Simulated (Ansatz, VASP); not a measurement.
## One calculation of Ag, two programs

INCAR

```
SYSTEM = Ag
  PREC = Accurate
  ENCUT = 400
  EDIFF = 1E-8
  ISMEAR = -1
  SIGMA = 0.03
  LREAL = .FALSE.
  LASPH = .TRUE.
  NELM = 120
  ALGO = Normal
  ISIF = 2
  LWAVE = .FALSE.
  LCHARG = .FALSE.
  GGA = PE
  LEFG = .TRUE.
  NBANDS = 18
  GGA_COMPAT = .FALSE.
```

Contents of KPOINTS:

```
regular mesh
0
G
  13 13 7
  0 0 0
```

Contents of POSCAR:

```
Ag
1.0
    2.9780393744      0.0000000000      0.0000000000
   -1.4890196872      2.5790577517      0.0000000000
    0.0000000000      0.0000000000      4.8685385491
Ag
2
Direct
    0.3333333333      0.6666666667      0.2500000000
    0.6666666667      0.3333333333      0.7500000000
```

Input for Ansatz:

```yaml
crystal:
  lattice:
    - [2.9780393744, 0.0, 0.0]
    - [-1.4890196872, 2.5790577517, 0.0]
    - [0.0, 0.0, 4.8685385491]
  atoms:
    - { symbol: Ag, position: [0.3333333333, 0.6666666667, 0.25] }
    - { symbol: Ag, position: [0.6666666667, 0.3333333333, 0.75] }
kpoints:
  mp_grid: { grid: [13, 13, 7] }
scf:
  occupations: { method: fermi_dirac, width: 0.03 }
hamiltonian:
  xc: pbe
  pseudopotentials: { kind: all_electron, datasets: crystal }
output:
  forces: true
  stress: true
  eigenvalues: true
  efg: { contact_densities: true }
```

Change from the starting cell: volume scaled by 1.05, crystal datasets.

Alike in both runs: task electric field gradients; functional PBE; k mesh 13 × 13 × 7; occupations fermi-dirac, width 0.03 eV; no spin polarisation.

|  | VASP | Ansatz |
| --- | --- | --- |
| version | VASP 6.6.1 | Ansatz 0.2.0 |
| potentials or method | VASP PAW PBE potentials, release 64 (Ag), cutoff 400 eV | all-electron PAW with datasets made for the crystal, scalar-relativistic |

```csv
,VASP,Ansatz,Ansatz less VASP
pressure (GPa),-4.1,-3.7,+0.39
"traceless stress, the component that is largest in VASP (GPa)",1.02,1.02,-0.001
size of Vzz on the site where it differs most (V/Å²),5.0,5.6,+0.65
```

Ansatz ran all-electron here, and VASP with PAW potentials.
